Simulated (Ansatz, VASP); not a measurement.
**CdF2: VASP beside Ansatz**

```
Cd F
1.0
     1.51689   -2.62617    0.00000
     1.51689    2.62617    0.00000
     0.00000    0.00000   13.32060
Cd F
2 4
Direct
  0.66229 0.99563 0.15541
  0.99563 0.66229 0.65541
  0.66384 0.01930 0.31082
  0.68596 0.99717 0.00000
  0.99717 0.68596 0.50000
  0.01930 0.66384 0.81082
```

Alike in both runs: task single point; functional PBE; dispersion D3(BJ); k mesh 6 × 6 × 2; occupations gaussian, width 0.1 eV; no spin polarisation.

|  | VASP | Ansatz |
| --- | --- | --- |
| version | VASP 6.6.1 | Ansatz 0.2.0 |
| potentials or method | VASP PAW PBE potentials, release 64 (Cd_sv_GW, F), cutoff 600 eV | scalar-relativistic, plane waves, PAW |
| valence electrons in the cell | 68 | 68 |

```csv
,VASP,Ansatz,Ansatz less VASP
gap on the k mesh at the Fermi level (eV),0.77,0.79,+0.018
least direct gap on the mesh (eV),0.77,0.79,+0.018
pressure (GPa),-4.6,-4.2,+0.36
"traceless stress, the component that is largest in VASP (GPa)",-23.42,-23.88,-0.466
rms of the force components (eV/Å),1.017,1.044,+0.0270
```

Atom by atom the forces differ by 0.027 eV/Å (rms over components).
